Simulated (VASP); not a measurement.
Input of a VASP 6.6.1 run:

File POSCAR:

```
LiH
1.0
    0.0000000000      2.0029948335      2.0029948335
    2.0029948335      0.0000000000      2.0029948335
    2.0029948335      2.0029948335      0.0000000000
Li H
1 1
Direct
    0.0000000000      0.0000000000      0.0000000000
    0.5000000000      0.5000000000      0.5000000000
```

INCAR.step1

```
  ALGO = Normal
  EDIFF = 1E-4
  ENCUT = 520
  GGA = PE
  ISMEAR = 0
  LASPH = True
  LCHARG = False
  LREAL = False
  LWAVE = True
  NBANDS = 9
  NELM = 100
  PREC = Accurate
  SIGMA = 0.01
```

Contents of INCAR.step2:

```
  ALGO = Normal
  EDIFF = 1E-6
  ENCUT = 520
  ISIF = 2
  ISMEAR = 0
  ISTART = 1
  LASPH = True
  LCHARG = True
  LELF = True
  LMIXTAU = True
  LREAL = False
  LVHAR = True
  LWAVE = False
  METAGGA = R2SCAN
  NBANDS = 9
  NELM = 100
  PREC = Accurate
  SIGMA = 0.01
```

File KPOINTS:

```
k-points
0
Gamma
  8 8 8
```

Potentials or basis: VASP PAW PBE potentials, release 64 (Li_sv, H).

The run is started by

```console
$ cat potpaw_PBE.64/Li_sv/POTCAR potpaw_PBE.64/H/POTCAR > POTCAR
$ cp INCAR.step1 INCAR
$ mpirun -np 1 vasp_std > vasp.out
$ cp INCAR.step2 INCAR
$ mpirun -np 1 vasp_std > vasp.out
```

(1) Estimate the band gap on the k mesh.

## Answers

(1) 3.58 eV, direct.
